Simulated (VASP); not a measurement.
# MgO (Fm-3m) in VASP: further runs, part 2 of 2

VASP 6.6.1. Earlier steps stand in the parts before.

### Step 4. Single point, PBE

INCAR

```
  PREC = Accurate
  ENCUT = 520
  EDIFF = 1E-6
  ISMEAR = -1
  SIGMA = 0.05
  LREAL = False
  LASPH = True
  NELM = 100
  ALGO = Normal
  ISIF = 2
  LWAVE = False
  LCHARG = True
  GGA = PE
  LELF = True
  LVHAR = True
  NBANDS = 11
```

KPOINTS

```
Automatic mesh
0
Gamma
  9 9 9
```

POSCAR

```
MgO
1.0
    0.0000000000      2.1595000000      2.1595000000
    2.1595000000      0.0000000000      2.1595000000
    2.1595000000      2.1595000000      0.0000000000
Mg O
1 1
Direct
    0.0000000000      0.0000000000      0.0000000000
    0.5000000000      0.5000000000      0.5000000000
```

Potentials or basis: VASP PAW PBE potentials, release 64 (Mg, O).

Run with:

```console
> cat potpaw_PBE.64/Mg/POTCAR potpaw_PBE.64/O/POTCAR > POTCAR
> mpirun -np 1 vasp_std > vasp.out
```

OUTCAR:

```text
PREC = Accurate
   ENCUT = 520
   EDIFF = 1E-6
   ISMEAR = -1
   LREAL = False
   LASPH = True
   NELM = 100
   ISIF = 2
   GGA = PE

 ion  position               nearest neighbor table
   1  0.000  0.000  0.000-   2 2.16   2 2.16   2 2.16   2 2.16   2 2.16   2 2.16
   2  0.500  0.500  0.500-   1 2.16   1 2.16   1 2.16   1 2.16   1 2.16   1 2.16

  LATTYP: Found a face centered cubic cell.
 ALAT       =     4.3190000000

  Lattice vectors:

 A1 = (   0.0000000000,   2.1595000000,   2.1595000000)
 A2 = (   2.1595000000,   0.0000000000,   2.1595000000)
 A3 = (   2.1595000000,   2.1595000000,   0.0000000000)

Analysis of symmetry for initial positions (statically):
=====================================================================
 Subroutine PRICEL returns:
 Original cell was already a primitive cell.

 Routine SETGRP: Setting up the symmetry group for a
 face centered cubic supercell.

 Subroutine GETGRP returns: Found 48 space group operations
 (whereof 48 operations were pure point group operations)
 out of a pool of 48 trial point group operations.

The static configuration has the point symmetry O_h .

Analysis of symmetry for dynamics (positions and initial velocities):
=====================================================================
 Subroutine PRICEL returns:
 Original cell was already a primitive cell.

 Routine SETGRP: Setting up the symmetry group for a
 face centered cubic supercell.

 Subroutine GETGRP returns: Found 48 space group operations
 (whereof 48 operations were pure point group operations)
 out of a pool of 48 trial point group operations.

The dynamic configuration has the point symmetry O_h .

 Subroutine INISYM returns: Found 48 space group operations
 (whereof 48 operations are pure point group operations),
 and found     1 'primitive' translations

----------------------------------------------------------------------------------------

                                     Primitive cell

[... 112 lines left out ...]
  Fermi-wavevector in a.u.,A,eV,Ry     =   1.203395  2.274087 19.703414  1.448160
  Thomas-Fermi vector in A             =   2.339150
   LORBIT       =      0    0 simple, 1 ext, 2 COOP (PROOUT), +10 PAW based schemes
   GGA     = PE    functional components
   LHFCALC =     F    Hartree Fock is set to
   AEXX    =    0.0000 exact exchange contribution
   IVDW    =     0    specifies the selected vdW correction
   LEPSILON=     F    determine dielectric tensor
   LRPA    =     F    only Hartree local field effects (RPA)
 non-spin polarized calculation
  energy-cutoff  :      520.00
  volume of cell :       20.14
 maximum number of plane-waves:       556
   NGX = 11   NGY = 11   NGZ = 11

 number of electron       7.9999997 magnetization

 Free energy of the ion-electron system (eV)
  ---------------------------------------------------
  ext. energy  EPLUGINS =         0.00000000
  ---------------------------------------------------
  free energy    TOTEN  =       -11.89059596 eV

  energy without entropy =      -11.89059596  energy(sigma->0) =      -11.89059596

 E-fermi :   3.7646     XC(G=0): -10.7279

 val. band max:        2.6450759140   @ k =   0.0000   0.0000   0.0000
 cond. band min:       6.6735555317   @ k =   0.0000   0.0000   0.0000
 fundamental gap:      4.0284796177
 Fermi energy:         3.7645573395

 k-point     1 :       0.0000    0.0000    0.0000
  band No.  band energies     occupation
      1     -14.2504      2.00000
      2       2.6451      2.00000
      3       2.6451      2.00000
      4       2.6451      2.00000
      5       6.6736      0.00000
      6      18.0166      0.00000
      7      18.0166      0.00000
      8      18.0166      0.00000
      9      21.7404      0.00000
     10      23.4291      0.00000
     11      23.4291      0.00000
[... 309 lines left out ...]
 k-point    24 :       0.4444    0.4444    0.0000
  band No.  band energies     occupation
      1     -12.9567      2.00000
      2      -1.0770      2.00000
      3       1.4308      2.00000
      4       1.4308      2.00000
      5      11.7621      0.00000
      6      11.7948      0.00000
      7      14.9799      0.00000
      8      20.4257      0.00000
      9      20.4257      0.00000
     10      26.7494      0.00000
     11      28.1805      0.00000

 [... further k-points ...]
[... 5 lines left out ...]
  --------------------------------------------------------------------------------------
  -------------------------------------------------------------------------------------
  Total       -0.8727567     -0.8727567     -0.8727567      0.0000000      0.0000000      0.0000000
  in kB      -69.4247230    -69.4247230    -69.4247230      0.0000000      0.0000000      0.0000000
  external PRESSURE =     -69.4247230 kB  Pullay stress =       0.0000000 kB

 VOLUME and BASIS-vectors are now :
 -----------------------------------------------------------------------------
  energy-cutoff  :      520.00
  volume of cell :       20.14
      direct lattice vectors                 reciprocal lattice vectors
     0.000000000  2.159500000  2.159500000    -0.231535078  0.231535078  0.231535078
     2.159500000  0.000000000  2.159500000     0.231535078 -0.231535078  0.231535078
     2.159500000  2.159500000  0.000000000     0.231535078  0.231535078 -0.231535078

 POSITION                                       TOTAL-FORCE (eV/Angst)
 -----------------------------------------------------------------------------------
      0.00000      0.00000      0.00000         0.000000      0.000000      0.000000
      2.15950      2.15950      2.15950        -0.000000     -0.000000      0.000000
 -----------------------------------------------------------------------------------
    total drift:                               -0.000000     -0.000000      0.000000

  FREE ENERGIE OF THE ION-ELECTRON SYSTEM (eV)
  ---------------------------------------------------
  free  energy   TOTEN  =       -11.8905959603 eV

  energy  without entropy=      -11.8905959602  energy(sigma->0) =      -11.89059596
```

stdout:

```text
POSCAR found type information on POSCAR MgO
 POSCAR found :  2 types and       2 ions
 scaLAPACK will be used
 LDA part: xc-table for (Slater+PW92), standard interpolation
 POSCAR, INCAR and KPOINTS ok, starting setup
 FFT: planning ... GRIDC
 FFT: planning ... GRID_SOFT
 FFT: planning ... GRID
 WAVECAR not read
 entering main loop
```

Run time: 5.7 s. Hardware: 1 thread of Intel Xeon Platinum 8488C (Sapphire Rapids), shared host; peak memory 0.13 GiB.

Results:

```yaml
Free_energy: -11.8906 eV
Pressure: -6.9 GPa
Band_gap_on_the_k_mesh: 4.03 eV, direct
```

Levels at points of the mesh, in eV from the valence-band top:
```tsv
k point	band 1	band 2	band 3	band 4	band 5	band 6	band 7	band 8
(0.00, 0.00, 0.00)	-16.90	0.00	0.00	0.00	4.03	15.37	15.37	15.37
```
